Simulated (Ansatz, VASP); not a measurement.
## SnO2: VASP beside Ansatz

```
CELL_PARAMETERS angstrom
4.76049 0.00000 0.00000
0.00000 4.76049 0.00000
0.00000 0.00000 3.20016
ATOMIC_POSITIONS crystal
Sn 0.00000 0.00000 0.00000
Sn 0.50000 0.50000 0.50000
O 0.30588 0.30588 0.00000
O 0.19412 0.80588 0.50000
O 0.69412 0.69412 0.00000
O 0.80588 0.19412 0.50000
```

Alike in both runs: task single point; functional r2SCAN; k mesh 6 × 6 × 8; no spin polarisation.

|  | VASP | Ansatz |
| --- | --- | --- |
| version | VASP 6.6.1 | Ansatz 0.2.0 |
| potentials or method | VASP PAW PBE potentials, release 64 (Sn_d, O) | plane waves, PAW |
| plane-wave cutoff (eV) | 520 | 500 |
| occupations | gaussian, width 0.01 eV | fixed |
| valence electrons in the cell | 52 | 52 |

```csv
,VASP,Ansatz,Ansatz less VASP
gap on the k mesh at the Fermi level (eV),1.79,1.77,-0.026
pressure (GPa),1.1,0.0,-1.10
"traceless stress, the component that is largest in VASP (GPa)",0.38,0.04,-0.339
rms of the force components (eV/Å),0.011,0.002,-0.0096
```

VASP's potentials were made for PBE, not for r2SCAN. Atom by atom the forces differ by 0.013 eV/Å (rms over components).
